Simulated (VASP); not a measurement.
Runs of VASP 6.6.1 on GaGe3. The structure is that of space group Fm-3m (No. 225), or close to it. The cells are those of the table. 

```csv
task,level,potentials or basis,cell,k mesh,k mesh for the DOS,occupations for the DOS,gap on the mesh (eV),pressure (GPa)
single point,LDA,"VASP PAW LDA potentials, release 64 (Ge_d, Ga_d)","a = 4.822 Å, angles 60.0°, 4 atoms",7 × 7 × 7,-,-,none,-6.2
single point,PBE,"VASP PAW PBE potentials, release 64 (Ge_d, Ga_d)","a = 4.692 Å, angles 60.0°, 4 atoms",7 × 7 × 7,-,-,none,(c)
single point,LDA,"VASP PAW LDA potentials, release 64 (Ge_d, Ga_d)","a = 4.790 Å, angles 60.0°, 4 atoms",7 × 7 × 7,-,-,none,-5.5
single point,r2SCAN,"VASP PAW PBE potentials, release 64 (Ge_d, Ga_d)","a = 4.725 Å, angles 60.0°, 4 atoms",7 × 7 × 7,-,-,none,(b)
single point,PBE,"VASP PAW PBE potentials, release 64 (Ge_d, Ga_d)","a = 4.790 Å, angles 60.0°, 4 atoms",7 × 7 × 7,-,-,none,-0.5
single point,LDA,"VASP PAW LDA potentials, release 64 (Ge_d, Ga_d)","a = 4.725 Å, angles 60.0°, 4 atoms",7 × 7 × 7,-,-,none,-3.1
single point,r2SCAN,"VASP PAW PBE potentials, release 64 (Ge_d, Ga_d)","a = 4.758 Å, angles 60.0°, 4 atoms",7 × 7 × 7,-,-,none,-1.4
single point,LDA,"VASP PAW LDA potentials, release 64 (Ge_d, Ga_d)","a = 4.853 Å, angles 60.0°, 4 atoms",7 × 7 × 7,-,-,none,-7.0
single point,LDA,"VASP PAW LDA potentials, release 64 (Ge_d, Ga_d)","a = 4.758 Å, angles 60.0°, 4 atoms",7 × 7 × 7,-,-,none,(a)
single point,LDA,"VASP PAW LDA potentials, release 64 (Ge_d, Ga_d)","a = 4.790 Å, angles 60.0°, 4 atoms",4 × 4 × 4,-,-,none,-4.7
```

Alike in all rows: no spin polarisation; cutoff (eV) 520; smearing fermi-dirac 0.05 eV.

Question: Fill in the values left out.

Answer: (a) -4.3; (b) 0.0; (c) 3.9.

Caveats: some runs use coarse meshes; the PAW data sets were made with another functional, which shifts forces and pressure a little (some runs).

A k mesh can miss the band edges, and the runs leave out spin-orbit coupling on Ga, Ge.

A gap of «none» marks levels without a gap at the run's occupations.
